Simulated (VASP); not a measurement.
The system is SnSe.

```
Sn Se
1.0
     3.66536    0.00000    0.00000
     0.00000    3.66536    0.00000
     0.00000    0.00000    3.66536
Sn Se
1 1
Direct
  0.00000 0.00000 0.00000
  0.50000 0.50000 0.50000
```

Base run:

* Program: VASP 6.6.1
* Functional: r2SCAN
* Potentials or basis: VASP PAW PBE potentials, release 64 (Sn_d, Se)
* Cutoff: 550 eV
* k mesh: 6 × 6 × 6
* Occupations: fermi-dirac, width 0.02 eV
* Spin: no spin polarisation

Its results: band gap on the k mesh zero (band 10 reaches 6.55 eV, above the bottom of band 11 at 5.22 eV); pressure 0.0 GPa.

Task: The run is repeated on the same cell with these changes: functional from r2SCAN to PBE; cutoff from 550 eV to 520 eV. What comes out?

Result: Band gap on the k mesh zero (band 10 reaches 6.69 eV, above the bottom of band 11 at 5.24 eV); pressure 0.8 GPa.

Caveats: spin-orbit coupling is left out, which moves the levels of the heavy elements; the PAW data sets were made with another functional, which shifts forces and pressure a little (some runs).
